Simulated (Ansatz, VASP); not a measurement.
One calculation of TiSiTe3, two programs

```
CELL_PARAMETERS angstrom
5.24319 0.00000 0.00000
-2.62159 4.54073 0.00000
0.00000 0.00000 6.06809
ATOMIC_POSITIONS crystal
Ti 0.33333 0.66667 0.50000
Si 0.66667 0.33333 0.00000
Te 0.00000 0.00000 0.00000
Te 0.66667 0.33333 0.50000
Te 0.00000 0.00000 0.50000
```

Alike in both runs: functional PBE; k mesh 6 × 6 × 4; occupations gaussian, width 0.1 eV; no spin polarisation.

Ansatz relaxed the structure, and its values are those at the end. VASP's run is a single point on that final structure, the one shown.

|  | VASP | Ansatz |
| --- | --- | --- |
| version | VASP 6.6.1 | Ansatz 0.2.0 |
| potentials or method | VASP PAW PBE potentials, release 64 (Ti_sv, Si, Te), cutoff 520 eV | scalar-relativistic, plane waves, PAW |
| valence electrons in the cell | 34 | 64 |

|  | VASP | Ansatz | Ansatz less VASP |
| --- | --- | --- | --- |
| gap on the k mesh at the Fermi level (eV) | none | none | - |
| pressure (GPa) | -0.1 | -0.1 | 0.00 |

A gap of «none» marks a metal or a gap that the smearing closes. The functional is the same, so the differences come from potentials, cutoffs and numerics. VASP's potentials hold 34 valence electrons a cell and Ansatz's 64, so a difference there can come from the potentials and not from the codes.

Spin-orbit coupling is off throughout.
